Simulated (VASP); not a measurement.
Here is a VASP 6.6.1 calculation.

File POSCAR:

```
Li2S
1.0
    0.0000000000      2.8452943747      2.8452943747
    2.8743163773      0.0000000000      2.8452943747
    2.8743163773      2.8452943747      0.0000000000
Li S
2 1
Direct
    0.2500000000      0.2500000000      0.2500000000
    0.7500000000      0.7500000000      0.7500000000
    0.0000000000      0.0000000000      0.0000000000
```

The input INCAR.step1:

```
SYSTEM = Li2S
  ALGO = Normal
  EDIFF = 1E-5
  ENCUT = 830
  GGA = PE
  GGA_COMPAT = .False.
  ISMEAR = 0
  LASPH = .True.
  LCHARG = .False.
  LREAL = .False.
  LWAVE = .True.
  NBANDS = 13
  NELM = 120
  PREC = Accurate
  SIGMA = 0.01
```

File INCAR.step2:

```
SYSTEM = Li2S
  ALGO = Normal
  EDIFF = 1E-6
  ENCUT = 830
  GGA_COMPAT = .False.
  ISIF = 2
  ISMEAR = 0
  ISTART = 1
  LASPH = .True.
  LCHARG = .False.
  LMIXTAU = .True.
  LREAL = .False.
  LWAVE = .False.
  METAGGA = R2SCAN
  NBANDS = 13
  NELM = 120
  PREC = Accurate
  SIGMA = 0.01
```

KPOINTS

```
k-points
0
Gamma
  8 8 8
  0 0 0
```

Potentials or basis: VASP PAW PBE potentials, release 64 (Li_sv, S).

Launch:

```sh
$ cat potpaw_PBE.64/Li_sv/POTCAR potpaw_PBE.64/S/POTCAR > POTCAR
$ cp INCAR.step1 INCAR
$ mpirun -np 1 vasp_std > vasp.out
$ cp INCAR.step2 INCAR
$ mpirun -np 1 vasp_std > vasp.out
```

Question: Estimate the band gap on the k mesh.

Answer: 3.84 eV (least direct gap 4.98 eV).

Question: Predict the pressure.

Answer: -0.6 GPa.

Stress tensor (GPa, compression positive):
```
-1.11  0.00  0.00
 0.00 -0.40  0.00
 0.00  0.00 -0.40
```

Caveat: the cell differs from its parent crystal (uniaxial x strain +1.0%); the PAW data sets were made with another functional, which shifts forces and pressure a little. A k mesh can miss the band edges.
